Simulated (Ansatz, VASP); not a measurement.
# Two plane-wave programs on MgO

```
Mg O
1.0
    -1.76046    3.04921    0.00000
     0.00000    0.00000    4.23737
     5.28139    3.04921    0.00000
Mg O
4 4
Direct
  0.00000 0.75000 0.33333
  0.50000 0.75000 0.83333
  0.50000 0.25000 0.16667
  0.00000 0.25000 0.66667
  0.00000 0.25000 0.33333
  0.50000 0.25000 0.83333
  0.50000 0.75000 0.16667
  0.00000 0.75000 0.66667
```

Alike in both runs: task single point; functional PBE; k mesh 4 × 4 × 2; occupations gaussian, width 0.1 eV; no spin polarisation.

|  | VASP | Ansatz |
| --- | --- | --- |
| version | VASP 6.6.1 | Ansatz 0.2.0 |
| potentials or method | VASP PAW PBE potentials, release 64 (Mg, O), cutoff 520 eV | scalar-relativistic, plane waves, PAW |
| valence electrons in the cell | 32 | 64 |

VASP gave:

```
gap on the k mesh at the Fermi level (eV)                     : 3.26
least direct gap on the mesh (eV)                             : 3.26
pressure (GPa)                                                : -0.5
traceless stress, the component that is largest in VASP (GPa) : -0.08
```

Problem. What did Ansatz give for the same quantities?

Solution. gap on the k mesh at the Fermi level (eV): 3.28; least direct gap on the mesh (eV): 3.28; pressure (GPa): 0.0; traceless stress, the component that is largest in VASP (GPa): 0.03.

VASP's potentials hold 32 valence electrons a cell and Ansatz's 64, so a difference there can come from the potentials and not from the codes.

The k mesh is coarse, so the values compare programs but aren't converged.
